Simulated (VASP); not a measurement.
Here is a VASP 6.6.1 calculation.

File INCAR:

```
PREC = Accurate
ENCUT = 650
EDIFF = 1E-6
ISMEAR = -1
SIGMA = 0.01
LREAL = Auto
LASPH = T
NELM = 120
ALGO = Normal
ISIF = 2
LWAVE = F
LCHARG = T
GGA = PE
LELF = T
LVHAR = T
NBANDS = 240
NELECT = 386.0
GGA_COMPAT = F
ISYM = -1
```

The input KPOINTS:

```
explicit points
1
Reciprocal
  0.25000000   0.25000000   0.25000000 1
```

The input POSCAR:

```
LiAl32O48
1.0
    4.8078835200      2.7758328500      8.7484141900
   -4.8078835200      2.7758328500      8.7484141900
    0.0000000000     -5.5516656900      8.7484141900
Al O Li
32 48 1
Direct
    0.3212023600      0.3231476000      0.3261615600
    0.4256163500      0.4260031800      0.4262536700
    0.0725752500      0.0738683600      0.0744577500
    0.1744966400      0.1752130600      0.1771369400
    0.3192710200      0.3199704600      0.8202342900
    0.4168598500      0.4175615300      0.9178131100
    0.0731080800      0.0737998900      0.5740668400
    0.1754641400      0.1761625900      0.6764354000
    0.3228039500      0.8251877600      0.3254285800
    0.4254871800      0.9271028500      0.4267731600
    0.0736906000      0.5740624400      0.0746426900
    0.1737896100      0.6784751500      0.1774933100
    0.3224588800      0.8258875100      0.8221626900
    0.4253055000      0.9259906000      0.9265790900
    0.0731711000      0.5741903900      0.5735390500
    0.1745173800      0.6768721700      0.6754564800
    0.8244704900      0.3235035800      0.3254465900
    0.9258110600      0.4261819500      0.4273732700
    0.5736807300      0.0743884000      0.0743238100
    0.6765276000      0.1744841900      0.1787440800
    0.8251885400      0.3219007400      0.8234181400
    0.9252884700      0.4263164000      0.9262665400
    0.5734973800      0.0732711300      0.5741304000
    0.6761769800      0.1751948800      0.6754743100
    0.8235141200      0.8242092100      0.3244780400
    0.9258793600      0.9265713500      0.4268401900
    0.5821242100      0.5828252200      0.0830842000
    0.6797103400      0.6804100100      0.1806708800
    0.8244902600      0.8251663800      0.8237662800
    0.9264110000      0.9265090100      0.9264481800
    0.5733655900      0.5743770600      0.5746510600
    0.6777838600      0.6772230600      0.6747569700
    0.2215328900      0.0285386500      0.3751652900
    0.4717088700      0.1267963500      0.2777049400
    0.0294032500      0.3747568200      0.2220604500
    0.3745279500      0.2182241400      0.0265137900
    0.1238417600      0.2784022000      0.4729017600
    0.2839446100      0.4692189400      0.1204925200
    0.2218098900      0.0265004000      0.8759807200
    0.4711172700      0.1238087900      0.7767480100
    0.0258048100      0.3757133200      0.7227734100
    0.3750138800      0.2225066600      0.5267698100
    0.1231071300      0.2764892800      0.9720768800
    0.2757877300      0.4718152100      0.6240717900
    0.2222391100      0.5279721400      0.3738477900
    0.4734234600      0.6251535300      0.2824205500
    0.0270448600      0.8758366500      0.2222378600
    0.3794598900      0.7157307700      0.0314173200
    0.1247782900      0.7781483300      0.4721044300
    0.2778792200      0.9702823700      0.1258827900
    0.2175248500      0.5262592900      0.8754884200
    0.4685261000      0.6202199200      0.7849117300
    0.0278435000      0.8749019800      0.7224924100
    0.3740594200      0.7218010600      0.5303613000
    0.1261014300      0.7774391400      0.9726702100
    0.2777045200      0.9726354300      0.6248041300
    0.7212793800      0.0277361600      0.3761002700
    0.9711438900      0.1254719600      0.2784138100
    0.5304550300      0.3801566300      0.2159959500
    0.8728820100      0.2229347800      0.0282384400
    0.6249235700      0.2785788300      0.4705375200
    0.7814581300      0.4741225200      0.1254151600
    0.7211030000      0.0301032200      0.8750192000
    0.9719426800      0.1245378600      0.7786701900
    0.5255572200      0.3752272600      0.7184817700
    0.8742094400      0.2222278300      0.5287996700
    0.6195213800      0.2846540100      0.9694849500
    0.7767473500      0.4724008600      0.6270634000
    0.7231970700      0.5285612200      0.3768332600
    0.9731802500      0.6246608200      0.2781370300
    0.5278661800      0.8765712100      0.2241568800
    0.8758748300      0.7238932100      0.0288278300
    0.6239654600      0.7778666200      0.4741422100
    0.7771730200      0.9738773500      0.1249247400
    0.7150330500      0.5311543100      0.8804235300
    0.9695837400      0.6256205500      0.7788405400
    0.5272750800      0.8735812800      0.7231986000
    0.8751426300      0.7219731600      0.5280082400
    0.6244567200      0.7821577100      0.9743866700
    0.7774515300      0.9718418800      0.6257369200
    0.4994837600      0.5001740800      0.0004778800
```

Potentials or basis: VASP PAW PBE potentials, release 64 (Al, O, Li_sv).

The run is started by

```console
$ cat potpaw_PBE.64/Al/POTCAR potpaw_PBE.64/O/POTCAR potpaw_PBE.64/Li_sv/POTCAR > POTCAR
$ mpirun -np 1 vasp_std > vasp.out
```

Q: Predict the largest force.

A: 0.028 eV/Å.

Forces on the atoms (eV/Å):
```
Al  -0.003  0.001  0.003
Al   0.000 -0.002  0.005
Al   0.009  0.008 -0.005
Al  -0.002 -0.008 -0.003
Al   0.000  0.002  0.001
Al   0.001  0.001 -0.013
Al  -0.003 -0.001 -0.007
Al  -0.007 -0.006  0.001
Al  -0.007 -0.007  0.002
Al   0.008  0.002  0.009
Al   0.003  0.002 -0.007
Al   0.000  0.002 -0.004
Al  -0.005  0.000  0.001
Al   0.004 -0.001  0.005
Al  -0.002 -0.001 -0.008
Al  -0.004 -0.003  0.001
Al  -0.001 -0.001  0.003
Al   0.005  0.009  0.004
Al  -0.003  0.002 -0.005
Al   0.002 -0.005  0.000
Al   0.006  0.004 -0.002
Al   0.002 -0.001  0.005
Al   0.001 -0.001 -0.009
Al   0.002  0.000 -0.008
Al  -0.007 -0.005  0.006
Al   0.001  0.001  0.004
Al  -0.002  0.001  0.009
Al   0.001  0.000  0.000
Al  -0.004 -0.003  0.002
Al  -0.001  0.001  0.006
Al   0.000  0.001 -0.005
Al  -0.004  0.003  0.002
O    0.024 -0.001 -0.001
O    0.011  0.019 -0.001
O   -0.012 -0.019 -0.001
O   -0.012  0.013 -0.002
O    0.009 -0.020  0.000
O   -0.027 -0.007 -0.002
O    0.022 -0.001  0.001
O    0.012  0.018 -0.001
O   -0.011 -0.017  0.000
O   -0.009  0.020  0.000
O    0.011 -0.019  0.000
O   -0.022  0.000 -0.001
O    0.023  0.001  0.000
O    0.006  0.017  0.002
O   -0.013 -0.018  0.000
O   -0.020  0.020  0.002
O    0.010 -0.020  0.000
O   -0.022  0.001  0.001
O    0.019  0.004 -0.002
O    0.008  0.027 -0.002
O   -0.012 -0.019 -0.001
O   -0.010  0.020  0.000
O    0.012 -0.019  0.000
O   -0.022  0.002  0.000
O    0.023 -0.003  0.000
O    0.012  0.021  0.001
O   -0.008 -0.027  0.003
O   -0.011  0.020  0.001
O    0.011 -0.020  0.001
O   -0.018 -0.004  0.002
O    0.023 -0.001  0.001
O    0.014  0.018  0.000
O   -0.006 -0.017 -0.001
O   -0.011  0.020 -0.001
O    0.019 -0.021 -0.003
O   -0.021  0.000 -0.001
O    0.021 -0.001  0.001
O    0.012  0.018  0.000
O   -0.010 -0.018  0.001
O   -0.010  0.019  0.001
O    0.010 -0.018  0.000
O   -0.020  0.001  0.000
O    0.027  0.006  0.003
O    0.012  0.020  0.000
O   -0.011 -0.018  0.000
O   -0.010  0.021  0.001
O    0.013 -0.014  0.001
O   -0.022  0.001  0.001
Li   0.000  0.000  0.001
```

Caveat: the cell carries a net charge on a neutralising background, which shifts energy and pressure.
